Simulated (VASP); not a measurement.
# Ge (I4_1/amd) in VASP: single point with LDA

Aim: the single point of Ge with LDA.

Everything below comes from runs of VASP 6.6.1. Logs are shortened: lines on timing, memory, paths and dates and some standing lists are left out, and cuts for length are marked.

### 1 The cell of the first run

It takes space group I4_1/amd (No. 141, tetragonal). Conventional cell: a = 5.079 Å, b = 5.079 Å, c = 2.779 Å, α = 90.00°, β = 90.00°, γ = 90.00°. Within 3.5 Å of Ge (site symmetry -4m2) lie 10 Ge at 2.63 to 3.29 Å.

### 2 Single point, LDA

INCAR

```
PREC = Accurate
ENCUT = 520
EDIFF = 1E-7
ISMEAR = -1
SIGMA = 0.1
LREAL = False
LASPH = True
NELM = 80
ALGO = Normal
ISIF = 2
LWAVE = False
LCHARG = False
NBANDS = 21
```

KPOINTS

```
Automatic mesh
0
Gamma
  12 12 12
  0.5 0.5 0.5
```

POSCAR

```
Ge
1.0
   -2.5394298798      2.5394298798      1.3895063335
    2.5394298798     -2.5394298798      1.3895063335
    2.5394298798      2.5394298798     -1.3895063335
Ge
2
Direct
    0.2500000000      0.7500000000      0.5000000000
    0.5000000000      0.5000000000      0.0000000000
```

Potentials or basis: VASP PAW LDA potentials, release 64 (Ge_d).

Command:

```
cat potpaw_LDA.64/Ge_d/POTCAR > POTCAR
mpirun -np 1 vasp_std > vasp.out
```

OUTCAR:

```text
PREC = Accurate
   ENCUT = 520
   EDIFF = 1E-7
   ISMEAR = -1
   LREAL = False
   LASPH = True
   NELM = 80
   ISIF = 2

 ion  position               nearest neighbor table
   1  0.250  0.750  0.500-   2 2.63   2 2.63   2 2.63   2 2.63
   2  0.500  0.500  0.000-   1 2.63   1 2.63   1 2.63   1 2.63

  LATTYP: Found a body centered tetragonal cell.
 ALAT       =     5.0788597596
 C/A-ratio  =     0.5471725542

  Lattice vectors:

 A1 = (  -2.5394298798,   2.5394298798,   1.3895063335)
 A2 = (   2.5394298798,  -2.5394298798,   1.3895063335)
 A3 = (   2.5394298798,   2.5394298798,  -1.3895063335)

Analysis of symmetry for initial positions (statically):
=====================================================================
 Subroutine PRICEL returns:
 Original cell was already a primitive cell.

 Routine SETGRP: Setting up the symmetry group for a
 body centered tetragonal supercell.

 Subroutine GETGRP returns: Found 16 space group operations
 (whereof  8 operations were pure point group operations)
 out of a pool of 16 trial point group operations.

The static configuration has the point symmetry D_2d.
 The point group associated with its full space group is D_4h.

Analysis of symmetry for dynamics (positions and initial velocities):
=====================================================================
 Subroutine PRICEL returns:
 Original cell was already a primitive cell.

 Routine SETGRP: Setting up the symmetry group for a
 body centered tetragonal supercell.

 Subroutine GETGRP returns: Found 16 space group operations
 (whereof  8 operations were pure point group operations)
 out of a pool of 16 trial point group operations.

The dynamic configuration has the point symmetry D_2d.
 The point group associated with its full space group is D_4h.

 Subroutine INISYM returns: Found 16 space group operations
 (whereof  8 operations are pure point group operations),
 and found     1 'primitive' translations

----------------------------------------------------------------------------------------

                                     Primitive cell

  volume of cell :      35.8421

  direct lattice vectors                    reciprocal lattice vectors
    -2.539429880  2.539429880  1.389506333     0.000000000  0.196894588  0.359840029
     2.539429880 -2.539429880  1.389506333     0.196894588  0.000000000  0.359840029
     2.539429880  2.539429880 -1.389506333     0.196894588  0.196894588  0.000000000

  length of vectors
     3.850731889  3.850731889  3.850731889     0.410185721  0.410185721  0.278450997

  position of ions in fractional coordinates (direct lattice)
     0.250000000  0.750000000  0.500000000
     0.500000000  0.500000000  0.000000000

  ion indices of the primitive-cell ions
   primitive index   ion index
                 1           1
                 2           2

----------------------------------------------------------------------------------------

 KPOINTS: Automatic mesh

Automatic generation of k-mesh.
 Grid dimensions read from file:
 generate k-points for:   12   12   12

 Generating k-lattice:

  Cartesian coordinates                     Fractional coordinates (reciprocal lattice)
     0.000000000  0.016407882  0.029986669     0.083333333  0.000000000  0.000000000
     0.016407882  0.000000000  0.029986669     0.000000000  0.083333333  0.000000000
     0.016407882  0.016407882  0.000000000     0.000000000  0.000000000  0.083333333

  Length of vectors
     0.034182143  0.034182143  0.023204250

  Shift w.r.t. Gamma in fractional coordinates (k-lattice)
     0.500000000  0.500000000  0.500000000

 Subroutine IBZKPT returns following result:
 ===========================================

 Found    159 irreducible k-points:

 Following reciprocal coordinates:
            Coordinates               Weight
  0.041667  0.041667  0.041667      8.000000
  0.125000  0.041667  0.041667     16.000000
  0.208333  0.041667  0.041667     16.000000
  0.291667  0.041667  0.041667     16.000000
  0.375000  0.041667  0.041667     16.000000
  0.458333  0.041667  0.041667      8.000000
[... 16 lines left out ...]
 -0.458333  0.208333  0.041667     16.000000
 -0.375000  0.208333  0.041667     16.000000
 [... further k-points ...]
   k-points           NKPTS =    159   k-points in BZ     NKDIM =    159   number of bands    NBANDS=     21
   number of dos      NEDOS =    301   number of ions     NIONS =      2
   total plane-waves  NPLWV =  27000
   dimension x,y,z NGX =    30 NGY =   30 NGZ =   30
   dimension x,y,z NGXF=    60 NGYF=   60 NGZF=   60
   ions per type =               2
   NGX,Y,Z   is equivalent  to a cutoff of  12.95, 12.95, 12.95 a.u.
   NGXF,Y,Z  is equivalent  to a cutoff of  25.90, 25.90, 25.90 a.u.
 SYSTEM =  unknown system
   PREC   = accura    normal or accurate (medium, high low for compatibility)
   ISTART =      0    job   : 0-new  1-cont  2-samecut
   ICHARG =      2    charge: 1-file 2-atom 10-const
   ISPIN  =      1    spin polarized calculation?
   LNONCOLLINEAR =      F non collinear calculations
   LSORBIT =      F    spin-orbit coupling
   LASPH  =      T    aspherical Exc in radial PAW
   ENCUT  =  520.0 eV  38.22 Ry    6.18 a.u.   7.16  7.16  7.16*2*pi/ulx,y,z
   NELM   =     80;   NELMIN=  2; NELMDL= -5     # of ELM steps
   EDIFF  = 0.1E-06   stopping-criterion for ELM
   LREAL  =      F    real-space projection
   EDIFFG = 0.1E-05   stopping-criterion for IOM
   NSW    =      0    number of steps for IOM
   IBRION =     -1    ionic relax: 0-MD 1-quasi-New 2-CG
   NFREE  =      0    steps in history (QN), initial steepest desc. (CG)
   ISIF   =      2    stress and relaxation
   ISYM   =      2    0-nonsym 1-usesym 2-fastsym
   POTIM  = 0.5000    time-step for ionic-motion
   TEBEG  =    0.0;   TEEND  =   0.0 temperature during run
   PSTRESS=    0.0 pullay stress
   NELECT =      28.0000    total number of electrons
   NUPDOWN=      -1.0000    fix difference up-down
   EMIN   =  10.00;   EMAX   =-10.00  energy-range for DOS
   EFERMI =   0.00;   METHOD = LEGACY
   ISMEAR =    -1;   SIGMA  =   0.10  broadening in eV -4-tet -1-fermi 0-gaus
   EFERMI_NEDOS =   21; number of points for ismear=-14 and -15
   IALGO  =     38    algorithm
   IMIX   =      4    mixing-type and parameters
     AMIX     =   0.40;   BMIX     =  1.00
     AMIX_MAG =   1.60;   BMIX_MAG =  1.00
  volume/ion in A,a.u.               =      17.92       120.94
  Fermi-wavevector in a.u.,A,eV,Ry     =   1.507752  2.849238 30.930334  2.273315
  Thomas-Fermi vector in A             =   2.618296
   LORBIT       =      0    0 simple, 1 ext, 2 COOP (PROOUT), +10 PAW based schemes
   GGA     = CA    functional components
   LHFCALC =     F    Hartree Fock is set to
   AEXX    =    0.0000 exact exchange contribution
   IVDW    =     0    specifies the selected vdW correction
   LEPSILON=     F    determine dielectric tensor
   LRPA    =     F    only Hartree local field effects (RPA)
 non-spin polarized calculation
  energy-cutoff  :      520.00
  volume of cell :       35.84
 maximum number of plane-waves:       978
 NGX is ok and might be reduce to    30
   NGX = 15   NGY = 15   NGZ = 15

 number of electron      27.9999997 magnetization

 Free energy of the ion-electron system (eV)
  ---------------------------------------------------
  ext. energy  EPLUGINS =         0.00000000
  ---------------------------------------------------
  free energy    TOTEN  =       -10.04145929 eV

  energy without entropy =      -10.01612208  energy(sigma->0) =      -10.02879069

 E-fermi :   6.9214     XC(G=0): -11.7756

 val. band max:        6.8842713540   @ k =  -0.2083  -0.2083   0.1250
 cond. band min:       6.9341958923   @ k =   0.4583   0.3750   0.0417
 fundamental gap:      0.0499245383
 Fermi energy:         6.9213883106

 k-point     1 :       0.0417    0.0417    0.0417
  band No.  band energies     occupation
      1     -17.9714      2.00000
      2     -17.9120      2.00000
      3     -17.8878      2.00000
      4     -17.8761      2.00000
      5     -17.7837      2.00000
      6     -17.7805      2.00000
[... 13 lines left out ...]
     20      18.6384      0.00000
     21      19.2279      0.00000

 k-point     2 :       0.1250    0.0417    0.0417
  band No.  band energies     occupation
      1     -17.9626      2.00000
      2     -17.8880      2.00000
      3     -17.8771      2.00000
      4     -17.8496      2.00000
      5     -17.7982      2.00000
      6     -17.7881      2.00000
[... 13 lines left out ...]
     20      17.0776      0.00000
     21      17.6147      0.00000

 k-point     3 :       0.2083    0.0417    0.0417
  band No.  band energies     occupation
      1     -17.9503      2.00000
      2     -17.8656      2.00000
      3     -17.8631      2.00000
      4     -17.8338      2.00000
      5     -17.8137      2.00000
      6     -17.7903      2.00000
[... 13 lines left out ...]
     20      15.9034      0.00000
     21      17.3417      0.00000

 k-point     4 :       0.2917    0.0417    0.0417
  band No.  band energies     occupation
      1     -17.9391      2.00000
      2     -17.8629      2.00000
      3     -17.8506      2.00000
      4     -17.8449      2.00000
      5     -17.8188      2.00000
      6     -17.8010      2.00000
[... 13 lines left out ...]
     20      15.5993      0.00000
     21      18.1303      0.00000

 k-point     5 :       0.3750    0.0417    0.0417
  band No.  band energies     occupation
      1     -17.9309      2.00000
      2     -17.8718      2.00000
      3     -17.8648      2.00000
      4     -17.8408      2.00000
      5     -17.8107      2.00000
      6     -17.8098      2.00000
[... 13 lines left out ...]
     20      17.6460      0.00000
     21      19.3306      0.00000
[... 382 lines left out ...]
     20      16.9645      0.00000
     21      17.8473      0.00000

 k-point    22 :       0.4583    0.2083    0.0417
  band No.  band energies     occupation
      1     -17.9210      2.00000
      2     -17.8759      2.00000
      3     -17.8659      2.00000
      4     -17.8323      2.00000
      5     -17.8179      2.00000
      6     -17.7787      2.00000
[... 13 lines left out ...]
     20      17.3467      0.00000
     21      19.1359      0.00000

 k-point    23 :      -0.4583    0.2083    0.0417
  band No.  band energies     occupation
      1     -17.9230      2.00000
      2     -17.8769      2.00000
      3     -17.8624      2.00000
      4     -17.8338      2.00000
      5     -17.8240      2.00000
      6     -17.7804      2.00000
[... 13 lines left out ...]
     20      17.5795      0.00000
     21      18.3510      0.00000

 k-point    24 :      -0.3750    0.2083    0.0417
  band No.  band energies     occupation
      1     -17.9310      2.00000
      2     -17.8968      2.00000
      3     -17.8751      2.00000
      4     -17.8454      2.00000
      5     -17.8128      2.00000
      6     -17.7741      2.00000
[... 13 lines left out ...]
     20      18.4612      0.00000
     21      19.1277      0.00000

 [... further k-points ...]
[... 5 lines left out ...]
  --------------------------------------------------------------------------------------
  -------------------------------------------------------------------------------------
  Total        0.0155319      0.0155319      0.0095709      0.0000000      0.0000000      0.0000000
  in kB        0.6942904      0.6942904      0.4278280      0.0000000      0.0000000      0.0000000
  external PRESSURE =       0.6054696 kB  Pullay stress =       0.0000000 kB

 VOLUME and BASIS-vectors are now :
 -----------------------------------------------------------------------------
  energy-cutoff  :      520.00
  volume of cell :       35.84
      direct lattice vectors                 reciprocal lattice vectors
    -2.539429880  2.539429880  1.389506333     0.000000000  0.196894588  0.359840029
     2.539429880 -2.539429880  1.389506333     0.196894588  0.000000000  0.359840029
     2.539429880  2.539429880 -1.389506333     0.196894588  0.196894588  0.000000000

 POSITION                                       TOTAL-FORCE (eV/Angst)
 -----------------------------------------------------------------------------------
      2.53943      0.00000      0.69475        -0.000000      0.000000      0.000000
      0.00000      0.00000      1.38951         0.000000     -0.000000     -0.000000
 -----------------------------------------------------------------------------------
    total drift:                                0.000000     -0.000000      0.000000

  FREE ENERGIE OF THE ION-ELECTRON SYSTEM (eV)
  ---------------------------------------------------
  free  energy   TOTEN  =       -10.0414592918 eV

  energy  without entropy=      -10.0161220841  energy(sigma->0) =      -10.02879069
```

Wall time 74 s (1 thread of AMD EPYC 7R13 (Zen 3), shared host); peak memory 0.18 GiB.

Results:

```
Free energy            : -10.0415 eV
Pressure               : 0.1 GPa
Band gap on the k mesh : zero (band 14 reaches 8.61 eV, above the bottom of band 15 at 3.57 eV)
```

Levels at points of the mesh, in eV from the Fermi level:
```
           k point  band 12  band 13  band 14  band 15  band 16  band 17
(0.04, 0.04, 0.04)    -4.64    -2.21    -1.69     3.84     6.36     6.86
```
